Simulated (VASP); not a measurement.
# MgC18 in VASP: a series of runs

Runs on MgC18. Level: PBE. Tasks: single point.

Everything below comes from runs of VASP 6.6.1. Logs are shortened: lines on timing, memory, paths and dates and some standing lists are left out, and cuts for length are marked.

## (1) The cell of the first run

The cell holds a slab with vacuum, 19 atoms: a = 7.398 Å, b = 7.398 Å, c = 13.000 Å, α = 90.00°, β = 90.00°, γ = 120.00°.

## (2) Single point, PBE

Input file INCAR:

```
SYSTEM = MgC18
  PREC = Accurate
  ENCUT = 520
  EDIFF = 1E-6
  ISMEAR = -1
  SIGMA = 0.02
  LREAL = Auto
  LASPH = .TRUE.
  NELM = 100
  ALGO = Normal
  ISIF = 2
  LWAVE = .FALSE.
  LCHARG = .FALSE.
  GGA = PE
  NBANDS = 52
```

Input file KPOINTS:

```
regular mesh
0
G
  2 2 1
  0 0 0
```

Input file POSCAR:

```
MgC18
1.0
    7.3980000000      0.0000000000      0.0000000000
   -3.6990000000      6.4068560000      0.0000000000
    0.0000000000      0.0000000000     13.0000000000
C Mg
18 1
Direct
   -0.0005024993     -0.0009732991      0.0691064690
    0.2227194001      0.1121054669      0.0690537141
   -0.0004996901      0.3323515531      0.0691820886
    0.2227064336      0.4454212358      0.0691666782
   -0.0004932374      0.6656801918      0.0692032908
    0.2227105421      0.7787496716      0.0691682105
    0.3328625335     -0.0009732991      0.0691064690
    0.5560605167      0.1120948323      0.0691315770
    0.3328472529      0.3323611724      0.0691352282
    0.5560481355      0.4454212358      0.0691666782
    0.3328406076      0.6656795057      0.0691769184
    0.5560429343      0.7787525353      0.0691836453
    0.6661833252     -0.0009666830      0.0691604730
    0.8893676490      0.1120948323      0.0691315770
    0.6661845765      0.3323515531      0.0691820886
    0.8893736250      0.4454139167      0.0692381607
    0.6661722314      0.6656795057      0.0691769184
    0.8893724629      0.7787496716      0.0691682105
    0.1851883472      1.0370433610      0.3843924244
```

Potentials or basis: VASP PAW PBE potentials, release 64 (C, Mg).

On the command line:

```bash
$ cat potpaw_PBE.64/C/POTCAR potpaw_PBE.64/Mg/POTCAR > POTCAR
$ mpirun -np 1 vasp_std > vasp.out
```

OUTCAR:

```text
SYSTEM = MgC18
   PREC = Accurate
   ENCUT = 520
   EDIFF = 1E-6
   ISMEAR = -1
   LREAL = Auto
   LASPH = .TRUE.
   NELM = 100
   ISIF = 2
   GGA = PE

 ion  position               nearest neighbor table
   1  0.999  0.999  0.069-  18 1.41  14 1.43   2 1.43
   2  0.223  0.112  0.069-   9 1.41   1 1.43   7 1.43
   3  1.000  0.332  0.069-  14 1.41  16 1.43   4 1.43
   4  0.223  0.445  0.069-  11 1.41   9 1.43   3 1.43
   5  1.000  0.666  0.069-  16 1.41  18 1.43   6 1.43
   6  0.223  0.779  0.069-   7 1.41  11 1.43   5 1.43
[... 10 lines left out ...]
  17  0.666  0.666  0.069-  10 1.41  18 1.43  12 1.43
  18  0.889  0.779  0.069-   1 1.41  17 1.43   5 1.43
  19  0.185  0.037  0.384-

  LATTYP: Found a hexagonal cell.
 ALAT       =     7.3980000000
 C/A-ratio  =     1.7572316842

  Lattice vectors:

 A1 = (   7.3980000000,   0.0000000000,   0.0000000000)
 A2 = (  -3.6990000000,   6.4068560000,   0.0000000000)
 A3 = (   0.0000000000,   0.0000000000,  13.0000000000)

Analysis of symmetry for initial positions (statically):
=====================================================================
 Subroutine PRICEL returns:
 Original cell was already a primitive cell.

 Routine SETGRP: Setting up the symmetry group for a
 hexagonal supercell.

 Subroutine GETGRP returns: Found  2 space group operations
 (whereof  1 operations were pure point group operations)
 out of a pool of 24 trial point group operations.

The static configuration has the point symmetry C_1 .
 The point group associated with its full space group is C_1h.

Analysis of symmetry for dynamics (positions and initial velocities):
=====================================================================
 Subroutine PRICEL returns:
 Original cell was already a primitive cell.

 Routine SETGRP: Setting up the symmetry group for a
 hexagonal supercell.

 Subroutine GETGRP returns: Found  2 space group operations
 (whereof  1 operations were pure point group operations)
 out of a pool of 24 trial point group operations.

The dynamic configuration has the point symmetry C_1 .
 The point group associated with its full space group is C_1h.

 Subroutine INISYM returns: Found  2 space group operations
 (whereof  1 operations are pure point group operations),
 and found     1 'primitive' translations

----------------------------------------------------------------------------------------

                                     Primitive cell

  volume of cell :     616.1730

  direct lattice vectors                    reciprocal lattice vectors
     7.398000000  0.000000000  0.000000000     0.135171668  0.078041398  0.000000000
    -3.699000000  6.406856000  0.000000000     0.000000000  0.156082796  0.000000000
     0.000000000  0.000000000 13.000000000     0.000000000  0.000000000  0.076923077

  length of vectors
     7.398000000  7.398000054 13.000000000     0.156082797  0.156082796  0.076923077

  position of ions in fractional coordinates (direct lattice)
     0.999497501  0.999026701  0.069106469
     0.222719400  0.112105467  0.069053714
     0.999500310  0.332351553  0.069182089
     0.222706434  0.445421236  0.069166678
     0.999506763  0.665680192  0.069203291
     0.222710542  0.778749672  0.069168211
[... 11 lines left out ...]
     0.889372463  0.778749672  0.069168211
     0.185188347  0.037043361  0.384392424

  ion indices of the primitive-cell ions
   primitive index   ion index
                 1           1
                 2           2
                 3           3
                 4           4
                 5           5
                 6           6
[... 11 lines left out ...]
                18          18
                19          19

----------------------------------------------------------------------------------------

 KPOINTS: regular mesh

Automatic generation of k-mesh.
 Grid dimensions read from file:
 generate k-points for:    2    2    1

 Generating k-lattice:

  Cartesian coordinates                     Fractional coordinates (reciprocal lattice)
     0.067585834  0.039020699  0.000000000     0.500000000 -0.000000000  0.000000000
     0.000000000  0.078041398  0.000000000     0.000000000  0.500000000  0.000000000
     0.000000000  0.000000000  0.076923077     0.000000000  0.000000000  1.000000000

  Length of vectors
     0.078041399  0.078041398  0.076923077

  Shift w.r.t. Gamma in fractional coordinates (k-lattice)
     0.000000000  0.000000000  0.000000000

 Subroutine IBZKPT returns following result:
 ===========================================

 Found      3 irreducible k-points:

 Following reciprocal coordinates:
            Coordinates               Weight
  0.000000  0.000000  0.000000      1.000000
  0.500000  0.000000  0.000000      2.000000
  0.000000  0.500000  0.000000      1.000000
   k-points           NKPTS =      3   k-points in BZ     NKDIM =      3   number of bands    NBANDS=     52
   number of dos      NEDOS =    301   number of ions     NIONS =     19
   total plane-waves  NPLWV = 307328
   dimension x,y,z NGX =    56 NGY =   56 NGZ =   98
   dimension x,y,z NGXF=   112 NGYF=  112 NGZF=  196
   ions per type =              18   1
   NGX,Y,Z   is equivalent  to a cutoff of  12.58, 12.58, 12.53 a.u.
   NGXF,Y,Z  is equivalent  to a cutoff of  25.17, 25.17, 25.06 a.u.
 SYSTEM =  MgC18
   PREC   = accura    normal or accurate (medium, high low for compatibility)
   ISTART =      0    job   : 0-new  1-cont  2-samecut
   ICHARG =      2    charge: 1-file 2-atom 10-const
   ISPIN  =      1    spin polarized calculation?
   LNONCOLLINEAR =      F non collinear calculations
   LSORBIT =      F    spin-orbit coupling
   LASPH  =      T    aspherical Exc in radial PAW
   ENCUT  =  520.0 eV  38.22 Ry    6.18 a.u.  13.76 13.76 24.17*2*pi/ulx,y,z
   NELM   =    100;   NELMIN=  2; NELMDL= -5     # of ELM steps
   EDIFF  = 0.1E-05   stopping-criterion for ELM
   LREAL  =      T    real-space projection
   EDIFFG = 0.1E-04   stopping-criterion for IOM
   NSW    =      0    number of steps for IOM
   IBRION =     -1    ionic relax: 0-MD 1-quasi-New 2-CG
   NFREE  =      0    steps in history (QN), initial steepest desc. (CG)
   ISIF   =      2    stress and relaxation
   ISYM   =      2    0-nonsym 1-usesym 2-fastsym
   POTIM  = 0.5000    time-step for ionic-motion
   TEBEG  =    0.0;   TEEND  =   0.0 temperature during run
   PSTRESS=    0.0 pullay stress
   NELECT =      74.0000    total number of electrons
   NUPDOWN=      -1.0000    fix difference up-down
   EMIN   =  10.00;   EMAX   =-10.00  energy-range for DOS
   EFERMI =   0.00;   METHOD = LEGACY
   ISMEAR =    -1;   SIGMA  =   0.02  broadening in eV -4-tet -1-fermi 0-gaus
   EFERMI_NEDOS =   21; number of points for ismear=-14 and -15
   IALGO  =     38    algorithm
   IMIX   =      4    mixing-type and parameters
     AMIX     =   0.40;   BMIX     =  1.00
     AMIX_MAG =   1.60;   BMIX_MAG =  1.00
  volume/ion in A,a.u.               =      32.43       218.85
  Fermi-wavevector in a.u.,A,eV,Ry     =   0.807702  1.526336  8.876204  0.652383
  Thomas-Fermi vector in A             =   1.916371
   LORBIT       =      0    0 simple, 1 ext, 2 COOP (PROOUT), +10 PAW based schemes
   GGA     = PE    functional components
   LHFCALC =     F    Hartree Fock is set to
   AEXX    =    0.0000 exact exchange contribution
   IVDW    =     0    specifies the selected vdW correction
   LEPSILON=     F    determine dielectric tensor
   LRPA    =     F    only Hartree local field effects (RPA)
 non-spin polarized calculation
  energy-cutoff  :      520.00
  volume of cell :      616.17
 maximum number of plane-waves:     16651
 NGX is ok and might be reduce to    56
   NGX = 27   NGY = 27   NGZ = 49

 number of electron      74.0000001 magnetization

 Free energy of the ion-electron system (eV)
  ---------------------------------------------------
  ext. energy  EPLUGINS =         0.00000000
  ---------------------------------------------------
  free energy    TOTEN  =      -165.62984175 eV

  energy without entropy =     -165.62617176  energy(sigma->0) =     -165.62800675

 E-fermi :  -1.6758     XC(G=0):  -4.2156

 val. band max:       -1.7552724824   @ k =   0.0000   0.0000   0.0000
 cond. band min:      -1.5968423835   @ k =   0.0000   0.0000   0.0000
 fundamental gap:      0.1584300990
 Fermi energy:        -1.6757668470

 k-point     1 :       0.0000    0.0000    0.0000
  band No.  band energies     occupation
      1     -21.1966      2.00000
      2     -18.6165      2.00000
      3     -18.6160      2.00000
      4     -18.6116      2.00000
      5     -18.6111      2.00000
      6     -18.6099      2.00000
[... 41 lines left out ...]
     48       3.2619      0.00000
     49       3.2682      0.00000

 k-point     2 :       0.5000    0.0000    0.0000
  band No.  band energies     occupation
      1     -20.5425      2.00000
      2     -20.5410      2.00000
      3     -19.2516      2.00000
      4     -19.2512      2.00000
      5     -16.7673      2.00000
      6     -16.7670      2.00000
[... 41 lines left out ...]
     48       3.1782      0.00000
     49       3.2201      0.00000

 k-point     3 :       0.0000    0.5000    0.0000
  band No.  band energies     occupation
      1     -20.5441      2.00000
      2     -20.5425      2.00000
      3     -19.2472      2.00000
      4     -19.2469      2.00000
      5     -16.7687      2.00000
      6     -16.7681      2.00000
[... 41 lines left out ...]
     48       3.1781      0.00000
     49       3.2203      0.00000
 [bands above 49 left out]

------------------------ aborting loop because EDIFF is reached ----------------------------------------

  FORCE on cell =-STRESS in cart. coord.  units (eV):
  Direction    XX          YY          ZZ          XY          YZ          ZX
  --------------------------------------------------------------------------------------
  -------------------------------------------------------------------------------------
  Total        6.0197491     -3.0045906     -0.1282794      0.0000000     -0.0105956      0.0000000
  in kB       15.6525943     -7.8125577     -0.3335531      0.0000000     -0.0275507      0.0000000
  external PRESSURE =       2.5021612 kB  Pullay stress =       0.0000000 kB

 VOLUME and BASIS-vectors are now :
 -----------------------------------------------------------------------------
  energy-cutoff  :      520.00
  volume of cell :      616.17
      direct lattice vectors                 reciprocal lattice vectors
     7.398000000  0.000000000  0.000000000     0.135171668  0.078041398  0.000000000
    -3.699000000  6.406856000  0.000000000     0.000000000  0.156082796  0.000000000
     0.000000000  0.000000000 13.000000000     0.000000000  0.000000000  0.076923077

 POSITION                                       TOTAL-FORCE (eV/Angst)
 -----------------------------------------------------------------------------------
      3.69888      6.40062      0.89838         0.000265     -0.002734     -0.005822
      1.23300      0.71824      0.89770         0.000000     -0.007286      0.011723
      6.16493      2.12933      0.89937         0.005656      0.001666      0.005572
     -0.00003      2.85375      0.89917         0.000318      0.002854     -0.001092
      4.93200      4.26492      0.89964         0.000000      0.006499     -0.000809
     -1.23298      4.98934      0.89919         0.001796     -0.000432     -0.001936
[... 11 lines left out ...]
      3.69898      4.98934      0.89919        -0.001796     -0.000432     -0.001936
      1.23300      0.23733      4.99710         0.000000     -0.001196      0.004611
 -----------------------------------------------------------------------------------
    total drift:                                0.000000      0.002590     -0.059197

  FREE ENERGIE OF THE ION-ELECTRON SYSTEM (eV)
  ---------------------------------------------------
  free  energy   TOTEN  =      -165.6298417509 eV

  energy  without entropy=     -165.6261717586  energy(sigma->0) =     -165.62800675
```

Wall time 3.6 min (1 thread of Intel Xeon 6975P-C, shared host); peak memory 0.61 GiB.

What came out:

| Property | Result |
| --- | --- |
| Free energy | -165.6298 eV |
| Largest force | 0.014 eV/Å |
| Band gap on the k mesh | 0.16 eV, direct |

Forces on the atoms (eV/Å):
```
C    0.000 -0.003 -0.006
C    0.000 -0.007  0.012
C    0.006  0.002  0.006
C    0.000  0.003 -0.001
C    0.000  0.006 -0.001
C    0.002  0.000 -0.002
C    0.000 -0.003 -0.006
C   -0.002 -0.004  0.000
C    0.000  0.009 -0.008
C    0.000  0.003 -0.001
C    0.005  0.003  0.005
C    0.000 -0.004 -0.003
C    0.000 -0.008 -0.003
C    0.002 -0.004  0.000
C   -0.006  0.002  0.006
C    0.000  0.002 -0.005
C   -0.005  0.003  0.005
C   -0.002  0.000 -0.002
Mg   0.000 -0.001  0.005
```

Caveat: the k points lie up to 0.49 Å⁻¹ apart.

## (3) Single point, PBE

Input file INCAR:

```
PREC = Accurate
ENCUT = 520
EDIFF = 1E-7
ISMEAR = -1
SIGMA = 0.02
LREAL = Auto
LASPH = T
NELM = 100
ALGO = Normal
ISIF = 2
LWAVE = F
LCHARG = T
GGA = PE
LELF = T
LVHAR = T
NBANDS = 52
```

Input file KPOINTS:

```
Automatic mesh
0
Gamma
  2 2 1
```

Input file POSCAR:

```
MgC18
1.0
    7.3980000000      0.0000000000      0.0000000000
   -3.6990000000      6.4068560000      0.0000000000
    0.0000000000      0.0000000000     13.0000000000
C Mg
18 1
Direct
   -0.0005024812     -0.0009733323      0.0691064615
    0.2227194326      0.1121055319      0.0690536923
   -0.0004996405      0.3323516246      0.0691820769
    0.2227064497      0.4454212800      0.0691666923
   -0.0004932477      0.6656801714      0.0692033077
    0.2227106018      0.7787496707      0.0691682308
    0.3328624823     -0.0009733323      0.0691064615
    0.5560604928      0.1120947622      0.0691316154
    0.3328472395      0.3323611456      0.0691352308
    0.5560481636      0.4454212800      0.0691666923
    0.3328405845      0.6656795470      0.0691769231
    0.5560429067      0.7787524802      0.0691836154
    0.6661833563     -0.0009666208      0.0691604615
    0.8893676028      0.1120947622      0.0691316154
    0.6661845984      0.3323516246      0.0691820769
    0.8893736387      0.4454139441      0.0692381538
    0.6661722958      0.6656795470      0.0691769231
    0.8893724022      0.7787496707      0.0691682308
    0.1851883097      1.0370432861      0.3843923846
```

Potentials or basis: VASP PAW PBE potentials, release 64 (C, Mg).

On the command line:

```bash
$ cat potpaw_PBE.64/C/POTCAR potpaw_PBE.64/Mg/POTCAR > POTCAR
$ mpirun -np 1 vasp_std > vasp.out
```

It took 4 min on 1 thread of Intel Xeon 6975P-C, shared host; peak memory 0.61 GiB.

Results (log left out):

| Quantity | Value |
| --- | --- |
| Free energy | -165.6298 eV |
| Largest force | 0.014 eV/Å |
| Band gap on the k mesh | 0.16 eV, direct |

Forces on the atoms (eV/Å):
```
C    0.000 -0.003 -0.006
C    0.000 -0.007  0.012
C    0.006  0.002  0.006
C    0.000  0.003 -0.001
C    0.000  0.007 -0.001
C    0.002  0.000 -0.002
C    0.000 -0.003 -0.006
C   -0.002 -0.004  0.000
C    0.000  0.009 -0.008
C    0.000  0.003 -0.001
C    0.005  0.003  0.005
C    0.000 -0.003 -0.003
C    0.000 -0.008 -0.003
C    0.002 -0.004  0.000
C   -0.006  0.002  0.006
C    0.000  0.002 -0.005
C   -0.005  0.003  0.005
C   -0.002  0.000 -0.002
Mg   0.000 -0.001  0.005
```

Levels at points of the mesh, in eV from the valence-band top:
| k point | band 34 | band 35 | band 36 | band 37 | band 38 | band 39 | band 40 | band 41 |
| --- | --- | --- | --- | --- | --- | --- | --- | --- |
| (0.00, 0.00, 0.00) | -2.79 | -0.41 | 0.00 | 0.00 | 0.16 | 0.16 | 2.91 | 3.44 |
| (0.50, 0.00, 0.00) | -2.54 | -2.53 | -2.32 | -0.31 | 1.82 | 2.51 | 2.52 | 2.60 |
| (0.00, 0.50, 0.00) | -2.58 | -2.58 | -2.20 | -0.31 | 1.62 | 2.59 | 2.61 | 2.61 |

Caveat: the k points lie up to 0.49 Å⁻¹ apart.

[end of part 1 of 2]
